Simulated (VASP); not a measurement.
Write the native input for VASP 6.6.1 that does the following.

* Task: single point
* Functional: r2SCAN
* Potentials or basis: VASP PAW PBE potentials, release 64 (Al, Ga_d, N)
* Cutoff: 520 eV
* k mesh: 6 × 6 × 6
* Occupations: gaussian, width 0.02 eV
* Spin: no spin polarisation
* Dipole correction: no
* Further INCAR settings: ALGO = Normal; EDIFF = 1e-06; NBANDS = 31

The system is Al3GaN4.

```
CELL_PARAMETERS angstrom
4.40124 0.00000 0.00000
0.00000 4.40124 0.00000
0.00000 0.00000 4.40124
ATOMIC_POSITIONS crystal
Al 0.50000 0.50000 0.00000
Al 0.50000 0.00000 0.50000
Al 0.00000 0.50000 0.50000
Ga 0.00000 0.00000 0.00000
N 0.74446 0.74446 0.25554
N 0.74446 0.25554 0.74446
N 0.25554 0.74446 0.74446
N 0.25554 0.25554 0.25554
```

The input as run:

POSCAR

```
Al3GaN4
1.0
    4.4012372711      0.0000000000      0.0000000000
    0.0000000000      4.4012372711      0.0000000000
    0.0000000000      0.0000000000      4.4012372711
Al Ga N
3 1 4
Direct
    0.5000000000      0.5000000000      0.0000000000
    0.5000000000      0.0000000000      0.5000000000
    0.0000000000      0.5000000000      0.5000000000
    0.0000000000      0.0000000000      0.0000000000
    0.7444581566      0.7444581566      0.2555418434
    0.7444581566      0.2555418434      0.7444581566
    0.2555418434      0.7444581566      0.7444581566
    0.2555418434      0.2555418434      0.2555418434
```

INCAR.step1

```
SYSTEM = Al3GaN4
ALGO = Normal
EDIFF = 1E-4
ENCUT = 520
GGA = PE
ISMEAR = 0
LASPH = .True.
LCHARG = .False.
LREAL = .False.
LWAVE = .True.
NBANDS = 31
NELM = 100
PREC = Accurate
SIGMA = 0.02
```

INCAR.step2

```
SYSTEM = Al3GaN4
ALGO = Normal
EDIFF = 1E-6
ENCUT = 520
ISIF = 2
ISMEAR = 0
ISTART = 1
LASPH = .True.
LCHARG = .True.
LELF = .True.
LMIXTAU = .True.
LREAL = .False.
LVHAR = .True.
LWAVE = .False.
METAGGA = R2SCAN
NBANDS = 31
NELM = 100
PREC = Accurate
SIGMA = 0.02
```

KPOINTS

```
k-points
0
Gamma
  6 6 6
  0 0 0
```

Potentials or basis: VASP PAW PBE potentials, release 64 (Al, Ga_d, N).

Launch:

```console
$ cat potpaw_PBE.64/Al/POTCAR potpaw_PBE.64/Ga_d/POTCAR potpaw_PBE.64/N/POTCAR > POTCAR
$ cp INCAR.step1 INCAR
$ mpirun -np 1 vasp_std > vasp.out
$ cp INCAR.step2 INCAR
$ mpirun -np 1 vasp_std > vasp.out
```

Results of the run:

```
Pressure               : 0.0 GPa
Largest force          : 0.076 eV/Å
Band gap on the k mesh : 4.00 eV, direct
```

Caveat: the PAW data sets were made with another functional, which shifts forces and pressure a little.

It took 110 s on 1 thread of Intel(R) Xeon(R) Platinum 8559C (Emerald Rapids), with other jobs on the host, peak memory 0.23 GiB.
